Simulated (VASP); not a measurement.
Here is a VASP 6.6.1 calculation.

File INCAR:

```
SYSTEM = Hf3B2
PREC = Accurate
ENCUT = 500
EDIFF = 1E-6
ISMEAR = 0
SIGMA = 0.1
LREAL = .False.
LASPH = .True.
NELM = 120
ALGO = Normal
ISIF = 2
LWAVE = .False.
LCHARG = .False.
GGA = PE
NBANDS = 26
GGA_COMPAT = .False.
```

The input KPOINTS:

```
Automatic mesh
0
Gamma
  12 12 12
  0 0 0
```

Contents of POSCAR:

```
Hf3B2
1.0
    4.4327567879      0.0000000000      0.0000000000
    0.0000000000      4.4327567879      0.0000000000
    0.0000000000      0.0000000000      4.4327567879
Hf B
3 2
Direct
    0.0000000000      0.5000000000      0.0000000000
    0.0000000000      0.0000000000      0.5000000000
    0.5000000000      0.0000000000      0.0000000000
    0.5000000000      0.5000000000      0.5000000000
    0.0000000000      0.0000000000      0.0000000000
```

Potentials or basis: VASP PAW PBE potentials, release 64 (Hf_pv, B).

Launch:

```sh
$ cat potpaw_PBE.64/Hf_pv/POTCAR potpaw_PBE.64/B/POTCAR > POTCAR
$ mpirun -np 1 vasp_std > vasp.out
```

**Question.** Predict the pressure.

**Answer.** -0.3 GPa.

**Question.** Estimate the band gap on the k mesh.

**Answer.** Zero (bands 18 and 19 overlap by 1.98 eV).

Caveat: spin-orbit coupling is left out, which moves the levels of the heavy elements.
